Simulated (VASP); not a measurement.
AgCl:

```xyz
4
Lattice="1.8933 -5.8090 0.0000 1.8933 5.8090 0.0000 0.0000 0.0000 3.8943" Properties=species:S:1:pos:R:3 pbc="T T T"
Ag    1.8933    1.2318    2.9207
Ag    1.8933   -1.2318    0.9736
Cl    1.8933   -4.2575    0.9736
Cl    1.8933    4.2575    2.9207
```

- Program: VASP 6.6.1
- Task: relaxation of cell and atoms
- Functional: LDA
- Potentials or basis: VASP PAW LDA potentials, release 64 (Ag, Cl)
- Cutoff: 600 eV
- k mesh: 6 × 6 × 6
- Occupations: fermi-dirac, width 0.02 eV
- Spin: no spin polarisation

At the start: pressure -7.1 GPa; volume 21.41 Å³/atom.

**Question.** Where does the relaxation end?

**Answer.** Over 18 steps the energy falls by 77.4 meV/atom and the volume is 18.36 Å³/atom (-14.3 %); space group Cmcm (No. 63, to 0.1 Å) before and after.

The path:
| step | energy change (eV) | largest force (eV/Å) | pressure (GPa) | volume (Å³) |
| --- | --- | --- | --- | --- |
| 1 | 0.0000 | 0.0483 | -7.06 | 85.66 |
| 2 | -0.2645 | 0.1484 | 0.68 | 74.48 |
| 3 | -0.2667 | 0.1380 | -0.15 | 75.27 |
| 4 | -0.2810 | 0.1270 | -0.05 | 74.76 |
| 5 | -0.3015 | 0.0929 | 0.29 | 73.60 |
| 6 | -0.2770 | 0.0156 | 2.23 | 71.13 |
| 7 | -0.3045 | 0.0752 | 0.59 | 73.02 |
| 8 | -0.3045 | 0.0703 | 0.66 | 72.89 |
| 9 | -0.3057 | 0.0466 | -0.71 | 74.07 |
| 10 | -0.3067 | 0.0559 | -0.14 | 73.60 |
| 11 | -0.3078 | 0.0455 | -0.11 | 73.55 |
| 12 | -0.3091 | 0.0201 | -0.01 | 73.43 |
| 13 | -0.3092 | 0.0231 | 0.03 | 73.39 |
| 14 | -0.3093 | 0.0119 | -0.04 | 73.46 |
| 15 | -0.3094 | 0.0043 | -0.08 | 73.51 |
| 16 | -0.3093 | 0.0078 | 0.16 | 73.28 |
| 17 | -0.3094 | 0.0033 | 0.02 | 73.44 |
| 18 | -0.3094 | 0.0028 | 0.00 | 73.45 |

Final structure:
```
Ag Cl
1.0
     1.83202   -5.31993    0.00000
     1.83202    5.31993    0.00000
     0.00000    0.00000    3.76789
Ag Cl
2 2
Direct
  0.39958 0.60042 0.75000
  0.60042 0.39958 0.25000
  0.86347 0.13653 0.25000
  0.13653 0.86347 0.75000
```
